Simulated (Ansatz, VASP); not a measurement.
**Two plane-wave programs on CdSe**

File POSCAR:

```
CdSe
1.0
    4.4243902452      0.0000000000      0.0000000000
   -2.2121951226      3.8316343486      0.0000000000
    0.0000000000      0.0000000000     14.4363909107
Cd Se
4 4
Direct
    0.0000000000      0.0000000000     -0.0002015640
    0.3333333333      0.6666666667      0.2499621337
    0.0000000000      0.0000000000      0.4997984360
    0.6666666667      0.3333333333      0.7499621337
    0.0000000000      0.0000000000      0.1874999893
    0.3333333333      0.6666666667      0.4377394409
    0.0000000000      0.0000000000      0.6874999893
    0.6666666667      0.3333333333      0.9377394409
```

INCAR.step1

```
  PREC = Accurate
  ENCUT = 520
  ISMEAR = 0
  SIGMA = 0.01
  LREAL = False
  LASPH = True
  NELM = 100
  NBANDS = 46
  GGA = PE
  ALGO = Normal
  EDIFF = 1E-4
  LWAVE = True
  LCHARG = False
```

INCAR.step2

```
  PREC = Accurate
  ENCUT = 520
  EDIFF = 1E-6
  ISMEAR = 0
  SIGMA = 0.01
  LREAL = False
  LASPH = True
  NELM = 100
  ALGO = Normal
  ISIF = 2
  LWAVE = False
  LCHARG = False
  METAGGA = R2SCAN
  LMIXTAU = True
  NBANDS = 46
  ISTART = 1
```

File KPOINTS:

```
Automatic mesh
0
Gamma
  6 6 2
```

Input for Ansatz:

```yaml
crystal:
  lattice:
    - [4.4243902452, 0.0, 0.0]
    - [-2.2121951226, 3.8316343486, 0.0]
    - [0.0, 0.0, 14.4363909107]
  atoms:
    - { symbol: Cd, position: [0.0, 0.0, -0.000201564] }
    - { symbol: Cd, position: [0.3333333333, 0.6666666667, 0.2499621337] }
    - { symbol: Cd, position: [0.0, 0.0, 0.499798436] }
    - { symbol: Cd, position: [0.6666666667, 0.3333333333, 0.7499621337] }
    - { symbol: Se, position: [0.0, 0.0, 0.1874999893] }
    - { symbol: Se, position: [0.3333333333, 0.6666666667, 0.4377394409] }
    - { symbol: Se, position: [0.0, 0.0, 0.6874999893] }
    - { symbol: Se, position: [0.6666666667, 0.3333333333, 0.9377394409] }
kpoints:
  mp_grid: { grid: [6, 6, 2] }
hamiltonian:
  xc: r2scan
scf:
  occupations: { method: fixed }
  n_extra_bands: 6
output:
  forces: true
  stress: true
  eigenvalues: true
```

Alike in both runs: task single point; functional r2SCAN; k mesh 6 × 6 × 2; no spin polarisation.

|  | VASP | Ansatz |
| --- | --- | --- |
| version | VASP 6.6.1 | Ansatz 0.2.0 |
| potentials or method | VASP PAW PBE potentials, release 64 (Cd, Se) | plane waves, PAW |
| plane-wave cutoff (eV) | 520 | 500 |
| occupations | gaussian, width 0.01 eV | fixed |
| valence electrons in the cell | 72 | 144 |

```tsv
	VASP	Ansatz	Ansatz less VASP
gap on the k mesh at the Fermi level (eV)	0.92	0.93	+0.012
pressure (GPa)	-2.5	-2.6	-0.18
```

VASP's potentials were made for PBE, not for r2SCAN. VASP's potentials hold 72 valence electrons a cell and Ansatz's 144, so a difference there can come from the potentials and not from the codes.
